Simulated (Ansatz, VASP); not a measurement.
TaSn in VASP and in Ansatz

```
Ta Sn
1.0
     0.00000    3.16111    3.16111
     3.16111    0.00000    3.16111
     3.16111    3.16111    0.00000
Ta Sn
1 1
Cartesian
  0.0000 0.0000 0.0000
  1.5806 1.5806 1.5806
```

Change from the starting cell: species swapped into the BAs type (F-43m, No. 216).

Alike in both runs: functional PBE; k mesh 6 × 6 × 6; occupations gaussian, width 0.1 eV; no spin polarisation.

Ansatz relaxed the structure, and its values are those at the end. VASP's run is a single point on that final structure, the one shown.

|  | VASP | Ansatz |
| --- | --- | --- |
| version | VASP 6.6.1 | Ansatz 0.2.0 |
| potentials or method | VASP PAW PBE potentials, release 64 (Ta_pv, Sn_d), cutoff 500 eV | scalar-relativistic, plane waves, PAW |
| valence electrons in the cell | 25 | 27 |

```csv
,VASP,Ansatz,Ansatz less VASP
gap on the k mesh at the Fermi level (eV),none,none,-
pressure (GPa),0.0,0.1,+0.06
```

A gap of «none» marks a metal or a gap that the smearing closes. With one functional, cell and mesh, what is left measures potentials, basis and numerics. VASP's potentials hold 25 valence electrons a cell and Ansatz's 27, so a difference there can come from the potentials and not from the codes.

Spin-orbit coupling is off throughout.
